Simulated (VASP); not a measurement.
The system is Os.

```
CELL_PARAMETERS angstrom
2.73410 0.00000 0.00000
-1.36705 2.36780 0.00000
0.00000 0.00000 4.31970
ATOMIC_POSITIONS crystal
Os 0.66667 0.33333 0.75000
Os 0.33333 0.66667 0.25000
```

```yaml
Program: VASP 6.6.1
Task: relaxation of cell and atoms
Functional: LDA
Potentials_or_basis: VASP PAW LDA potentials, release 64 (Os)
Cutoff: 600 eV
k_mesh: 11 × 11 × 6
Occupations: fermi-dirac, width 0.05 eV
Spin: no spin polarisation
```

At the start: pressure -7.6 GPa; volume 13.98 Å³/atom.

**Question.** Where does the relaxation end?

**Answer.** Over 4 steps the energy falls by 5.9 meV/atom and the volume is 13.74 Å³/atom (-1.7 %); space group P6_3/mmc (No. 194, to 0.05 Å).

The path:
```tsv
step	energy change (eV)	largest force (eV/Å)	pressure (GPa)	volume (Å³)
1	0.0000	0.0000	-7.63	27.96
2	0.2619	0.0000	44.50	25.36
3	-0.0117	0.0000	-0.32	27.50
4	-0.0117	0.0000	-0.04	27.48
```

Final structure:
```
CELL_PARAMETERS angstrom
2.71872 0.00000 0.00000
-1.35936 2.35448 0.00000
0.00000 0.00000 4.29344
ATOMIC_POSITIONS crystal
Os 0.66667 0.33333 0.75000
Os 0.33333 0.66667 0.25000
```
